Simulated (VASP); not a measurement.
# TePb (Fm-3m) in VASP: G0W0 quasiparticle levels with PBE

Aim: the G0W0 quasiparticle levels of TePb with PBE.

Program: VASP 6.6.1. These are calculated values, not measurements. Logs are shortened: lines on timing, memory, paths and dates and some standing lists are left out, and cuts for length are marked.

**1. The cell of the first run**

It takes space group Fm-3m (No. 225, cubic). The conventional cell has a = 6.536 Å, b = 6.536 Å, c = 6.536 Å, α = 90.00°, β = 90.00°, γ = 90.00°. Pb (site symmetry m-3m) has 6 Te at 3.27 Å within 4.3 Å. Within 4.3 Å of Te (site symmetry m-3m) lie 6 Pb at 3.27 Å.

**2. G0W0 quasiparticle levels, PBE**

Contents of POSCAR:

```
TePb
1.0
    0.0000000000      3.2678368466      3.2678368466
    3.2678368466      0.0000000000      3.2678368466
    3.2678368466      3.2678368466      0.0000000000
Pb Te
1 1
Direct
    0.0000000000      0.0000000000      0.0000000000
    0.5000000000      0.5000000000      0.5000000000
```

Contents of INCAR.step1:

```
SYSTEM = TePb
ALGO = Normal
EDIFF = 1E-8
ENCUT = 500
GGA = PE
ISMEAR = 0
LASPH = .TRUE.
LCHARG = .FALSE.
LREAL = .FALSE.
LWAVE = .TRUE.
NELM = 100
PREC = Accurate
SIGMA = 0.01
```

Contents of INCAR.step2:

```
SYSTEM = TePb
ALGO = Exact
EDIFF = 1E-8
ENCUT = 500
GGA = PE
ISMEAR = 0
ISTART = 1
LASPH = .TRUE.
LCHARG = .FALSE.
LOPTICS = .TRUE.
LREAL = .FALSE.
LWAVE = .TRUE.
NBANDS = 124
NELM = 1
PREC = Accurate
SIGMA = 0.01
```

Contents of INCAR.step3:

```
SYSTEM = TePb
ALGO = EVGW0
EDIFF = 1E-8
ENCUT = 500
ENCUTGW = 80.0
GGA = PE
ISMEAR = 0
ISTART = 1
LASPH = .TRUE.
LCHARG = .FALSE.
LREAL = .FALSE.
LWAVE = .FALSE.
NBANDS = 124
NBANDSGW = 19
NELMGW = 1
NOMEGA = 96
OMEGAMAX = 30
PREC = Accurate
PRECFOCK = Fast
SIGMA = 0.01
```

Contents of KPOINTS:

```
k-points
0
G
  4 4 4
  0 0 0
```

Potentials or basis: VASP PAW PBE potentials, release 64 (Pb_d_GW, Te_GW).

On the command line:

```sh
$ cat potpaw_PBE.64/Pb_d_GW/POTCAR potpaw_PBE.64/Te_GW/POTCAR > POTCAR
$ cp INCAR.step1 INCAR
$ mpirun -np 1 vasp_std > vasp.out
$ cp INCAR.step2 INCAR
$ mpirun -np 1 vasp_std > vasp.out
$ cp INCAR.step3 INCAR
$ mpirun -np 1 vasp_std > vasp.out
```

OUTCAR:

```text
SYSTEM = TePb
   EDIFF = 1E-8
   ENCUT = 500
   ENCUTGW = 80.0
   GGA = PE
   ISMEAR = 0
   ISTART = 1
   LASPH = .TRUE.
   LREAL = .FALSE.
   NELMGW = 1
   PREC = Accurate
   PRECFOCK = Fast

 ion  position               nearest neighbor table
   1  0.000  0.000  0.000-   2 3.27   2 3.27   2 3.27   2 3.27   2 3.27   2 3.27
   2  0.500  0.500  0.500-   1 3.27   1 3.27   1 3.27   1 3.27   1 3.27   1 3.27

  LATTYP: Found a face centered cubic cell.
 ALAT       =     6.5356736932

  Lattice vectors:

 A1 = (   0.0000000000,   3.2678368466,   3.2678368466)
 A2 = (   3.2678368466,   0.0000000000,   3.2678368466)
 A3 = (   3.2678368466,   3.2678368466,   0.0000000000)

Analysis of symmetry for initial positions (statically):
=====================================================================
 Subroutine PRICEL returns:
 Original cell was already a primitive cell.

 Routine SETGRP: Setting up the symmetry group for a
 face centered cubic supercell.

 Subroutine GETGRP returns: Found 48 space group operations
 (whereof 48 operations were pure point group operations)
 out of a pool of 48 trial point group operations.

The static configuration has the point symmetry O_h .

Analysis of symmetry for dynamics (positions and initial velocities):
=====================================================================
 Subroutine PRICEL returns:
 Original cell was already a primitive cell.

 Routine SETGRP: Setting up the symmetry group for a
 face centered cubic supercell.

 Subroutine GETGRP returns: Found 48 space group operations
 (whereof 48 operations were pure point group operations)
 out of a pool of 48 trial point group operations.

The dynamic configuration has the point symmetry O_h .

 Subroutine INISYM returns: Found 48 space group operations
 (whereof 48 operations are pure point group operations),
 and found     1 'primitive' translations

----------------------------------------------------------------------------------------

                                     Primitive cell

  volume of cell :      69.7929

  direct lattice vectors                    reciprocal lattice vectors
     0.000000000  3.267836847  3.267836847    -0.153006415  0.153006415  0.153006415
     3.267836847  0.000000000  3.267836847     0.153006415 -0.153006415  0.153006415
     3.267836847  3.267836847  0.000000000     0.153006415  0.153006415 -0.153006415

  length of vectors
     4.621419188  4.621419188  4.621419188     0.265014884  0.265014884  0.265014884

  position of ions in fractional coordinates (direct lattice)
     0.000000000  0.000000000  0.000000000
     0.500000000  0.500000000  0.500000000

  ion indices of the primitive-cell ions
   primitive index   ion index
                 1           1
                 2           2

----------------------------------------------------------------------------------------

 KPOINTS: k-points

Automatic generation of k-mesh.
 Grid dimensions read from file:
 generate k-points for:    4    4    4

 Generating k-lattice:

  Cartesian coordinates                     Fractional coordinates (reciprocal lattice)
    -0.038251604  0.038251604  0.038251604     0.250000000  0.000000000  0.000000000
     0.038251604 -0.038251604  0.038251604     0.000000000  0.250000000  0.000000000
     0.038251604  0.038251604 -0.038251604     0.000000000  0.000000000  0.250000000

  Length of vectors
     0.066253721  0.066253721  0.066253721

  Shift w.r.t. Gamma in fractional coordinates (k-lattice)
     0.000000000  0.000000000  0.000000000

 Subroutine IBZKPT returns following result:
 ===========================================

 Found      8 irreducible k-points:

 Following reciprocal coordinates:
            Coordinates               Weight
  0.000000  0.000000  0.000000      1.000000
  0.250000  0.000000  0.000000      8.000000
  0.500000  0.000000  0.000000      4.000000
  0.250000  0.250000  0.000000      6.000000
  0.500000  0.250000  0.000000     24.000000
 -0.250000  0.250000  0.000000     12.000000
  0.500000  0.500000  0.000000      3.000000
 -0.250000  0.500000  0.250000      6.000000
   k-points           NKPTS =      8   k-points in BZ     NKDIM =     64   number of bands    NBANDS=    124
   number of dos      NEDOS =    301   number of ions     NIONS =      2
   total plane-waves  NPLWV =  46656
   dimension x,y,z NGX =    36 NGY =   36 NGZ =   36
   dimension x,y,z NGXF=    72 NGYF=   72 NGZF=   72
   ions per type =               1   1
   NGX,Y,Z   is equivalent  to a cutoff of  12.95, 12.95, 12.95 a.u.
   NGXF,Y,Z  is equivalent  to a cutoff of  25.90, 25.90, 25.90 a.u.
 SYSTEM =  TePb
   PREC   = accura    normal or accurate (medium, high low for compatibility)
   ISTART =      1    job   : 0-new  1-cont  2-samecut
   ICHARG =      0    charge: 1-file 2-atom 10-const
   ISPIN  =      1    spin polarized calculation?
   LNONCOLLINEAR =      F non collinear calculations
   LSORBIT =      F    spin-orbit coupling
   LASPH  =      T    aspherical Exc in radial PAW
   ENCUT  =  500.0 eV  36.75 Ry    6.06 a.u.   8.43  8.43  8.43*2*pi/ulx,y,z
   NELM   =     60;   NELMIN=  2; NELMDL=  0     # of ELM steps
   EDIFF  = 0.1E-07   stopping-criterion for ELM
   LREAL  =      F    real-space projection
   EDIFFG = 0.1E-06   stopping-criterion for IOM
   NSW    =      0    number of steps for IOM
   IBRION =     -1    ionic relax: 0-MD 1-quasi-New 2-CG
   NFREE  =      0    steps in history (QN), initial steepest desc. (CG)
   ISIF   =      0    stress and relaxation
   ISYM   =      3    0-nonsym 1-usesym 2-fastsym
   POTIM  = 0.5000    time-step for ionic-motion
   TEBEG  =    0.0;   TEEND  =   0.0 temperature during run
   PSTRESS=    0.0 pullay stress
   NELECT =      22.0000    total number of electrons
   NUPDOWN=      -1.0000    fix difference up-down
   EMIN   =  10.00;   EMAX   =-10.00  energy-range for DOS
   EFERMI =   0.00;   METHOD = LEGACY
   ISMEAR =     0;   SIGMA  =   0.01  broadening in eV -4-tet -1-fermi 0-gaus
   EFERMI_NEDOS =   21; number of points for ismear=-14 and -15
   IALGO  =     38    algorithm
   IMIX   =      4    mixing-type and parameters
     AMIX     =   0.40;   BMIX     =  1.00
     AMIX_MAG =   1.60;   BMIX_MAG =  1.00
  volume/ion in A,a.u.               =      34.90       235.49
  Fermi-wavevector in a.u.,A,eV,Ry     =   1.114154  2.105446 16.889455  1.241340
  Thomas-Fermi vector in A             =   2.250746
   LORBIT       =      0    0 simple, 1 ext, 2 COOP (PROOUT), +10 PAW based schemes
   GGA     = PE    functional components
   LHFCALC =     T    Hartree Fock is set to
   PRECFOCK=fast      Normal, Fast or Accurate (Low or Medium for compatibility)
   ENCUT4O =  -1.0   cutoff for four orbital integrals eV
   NKREDX  =     1    reduce k-point grid by
   NKREDY  =     1    reduce k-point grid by
   NKREDZ  =     1    reduce k-point grid by
   AEXX    =    1.0000 exact exchange contribution
   HFSCREEN=    0.0000 screening length (either q_TF or 0.3 A-1)
   HFSCREENC=   0.0000 screening length for correlation (either q_TF or 0.3 A-1)
   ENCUTFOCK=  -1.0 apply spherical cutoff to Coloumb kernel
   IVDW    =     0    specifies the selected vdW correction
   LEPSILON=     F    determine dielectric tensor
   LRPA    =     F    only Hartree local field effects (RPA)
   LRPAFORCE           =     F    calculate RPA forces
   ENCUTGW             =  80.0    cutoff for response function in eV
   ENCUTGWSOFT         =  64.0    soft cutoff for Coulomb kernel in GW response function in eV
   ENCUTLF             =  -1.0    cutoff for local field effects
   NELMGW              =     1    number of iterations in solving QP/BSE equation
   NELMHF              =     1    number of iterations in the inner HF iteration
   NKREDLFX            =     1    NKREDLFY  =   1   NKREDLFZ  =   1
 non-spin polarized calculation
 Gauss-broadening in eV      SIGMA  =   0.01
  energy-cutoff  :      500.00
  volume of cell :       69.79
 maximum number of plane-waves:      1807
 NGX is ok and might be reduce to    36
  NGX = 18; NGY = 18; NGZ = 18
   NGX = 17   NGY = 17   NGZ = 17
 maximum number of plane-waves:       125
 NGX is ok and might be reduce to    14

 QP shifts <psi_nk| G(iteration)W_0 |psi_nk>: iteration 1
 for sc-GW calculations column KS-energies equals QP-energies in previous step
 and V_xc(KS)=  KS-energies - (<T + V_ion + V_H > + <T+V_H+V_ion>^1  + <V_x>^1)

 k-point   1 :       0.0000    0.0000    0.0000
  band No.  KS-energies  QP-energies   sigma(KS)   V_xc(KS)     V^pw_x(r,r')   Z            occupation Imag(sigma)

      1    -135.6811    -157.7615     -28.2247       5.4452     -36.1584       0.6558       2.0000       0.2266
      2     -12.9752     -19.6255     -19.7078      -9.8758     -25.3081       0.6764       2.0000       0.2735
      3     -12.9752     -19.6255     -19.7078      -9.8758     -25.3081       0.6764       2.0000       0.2735
      4     -12.9683     -19.5345     -19.6949      -9.8469     -25.2399       0.6668       2.0000       0.2462
      5     -12.9683     -19.5345     -19.6949      -9.8469     -25.2399       0.6668       2.0000       0.2462
      6     -12.9683     -19.5345     -19.6949      -9.8469     -25.2399       0.6668       2.0000       0.2462
[... 11 lines left out ...]
     18      11.1172      10.8756      -8.1951      -7.8725      -3.4554       0.7490       0.0000      -0.2713
     19      11.1352      10.8908      -6.6340      -6.3120      -1.7422       0.7592       0.0000      -0.2480

 k-point   2 :       0.2500    0.0000    0.0000
  band No.  KS-energies  QP-energies   sigma(KS)   V_xc(KS)     V^pw_x(r,r')   Z            occupation Imag(sigma)

      1    -135.6810    -157.8141     -28.2246       5.4460     -36.1583       0.6573       2.0000       0.2266
      2     -12.9813     -19.5972     -19.6970      -9.8731     -25.2987       0.6734       2.0000       0.2823
      3     -12.9813     -19.5972     -19.6970      -9.8731     -25.2987       0.6734       2.0000       0.2823
      4     -12.9670     -19.5504     -19.6958      -9.8468     -25.2414       0.6684       2.0000       0.2476
      5     -12.9610     -19.5771     -19.7097      -9.8519     -25.2569       0.6712       2.0000       0.2471
      6     -12.9610     -19.5771     -19.7097      -9.8519     -25.2569       0.6712       2.0000       0.2471
[... 11 lines left out ...]
     18      13.8010      13.5577      -8.4762      -8.1591      -3.1458       0.7674       0.0000      -0.6020
     19      14.2933      14.0708      -9.3667      -9.0773      -3.8852       0.7690       0.0000      -0.6608
[... 96 lines left out ...]
      1    -135.6809    -158.0954     -28.2241       5.4468     -36.1578       0.6657       2.0000       0.2265
      2     -13.0275     -19.4629     -19.5322      -9.8801     -25.2246       0.6667       2.0000       0.3272
      3     -12.9768     -19.5202     -19.6738      -9.8425     -25.2242       0.6656       2.0000       0.2483
      4     -12.9654     -19.6372     -19.7228      -9.8788     -25.3218       0.6778       2.0000       0.2769
      5     -12.9456     -19.6319     -19.7320      -9.8547     -25.2726       0.6769       2.0000       0.2460
      6     -12.9456     -19.6319     -19.7320      -9.8547     -25.2726       0.6769       2.0000       0.2460
[... 11 lines left out ...]
     18      14.6256      14.4862      -8.3482      -8.1599      -2.9787       0.7401       0.0000      -0.5218
     19      15.2456      15.2789      -7.8438      -7.8894      -2.2691       0.7329       0.0000      -0.4233

 k-point   8 :      -0.2500    0.5000    0.2500
  band No.  KS-energies  QP-energies   sigma(KS)   V_xc(KS)     V^pw_x(r,r')   Z            occupation Imag(sigma)

      1    -135.6810    -157.8975     -28.2242       5.4465     -36.1580       0.6598       2.0000       0.2265
      2     -13.0120     -19.4847     -19.5795      -9.8798     -25.2489       0.6673       2.0000       0.3142
      3     -12.9764     -19.6139     -19.7065      -9.8777     -25.3140       0.6753       2.0000       0.2915
      4     -12.9617     -19.5648     -19.7025      -9.8485     -25.2477       0.6701       2.0000       0.2468
      5     -12.9617     -19.5648     -19.7025      -9.8485     -25.2477       0.6701       2.0000       0.2468
      6     -12.9456     -19.6381     -19.7325      -9.8547     -25.2728       0.6775       2.0000       0.2461
[... 11 lines left out ...]
     18      14.7176      14.6289      -9.1006      -8.9868      -3.7211       0.7795       0.0000      -0.6268
     19      15.4472      15.4290      -8.6873      -8.6628      -3.0575       0.7401       0.0000      -0.6176
```

Wall time 3.6 min (1 thread of Intel Xeon 6975P-C (Granite Rapids), shared host); peak memory 0.92 GiB.

What came out:

| Property | Result |
| --- | --- |
| Quasiparticle gap | 1.08 eV |
| Least direct quasiparticle gap | 1.08 eV |
| Band gap of the starting levels on the mesh | 0.80 eV |
| Least direct gap of the starting levels on the mesh | 0.80 eV |

Caveat: the k points lie up to 0.42 Å⁻¹ apart; bands, screening cutoff and mesh are small and nothing is extrapolated, so the quasiparticle values aren't converged; the structure was generated, so it needn't be the stable form of TePb; spin-orbit coupling is left out, which moves the levels of the heavy elements.
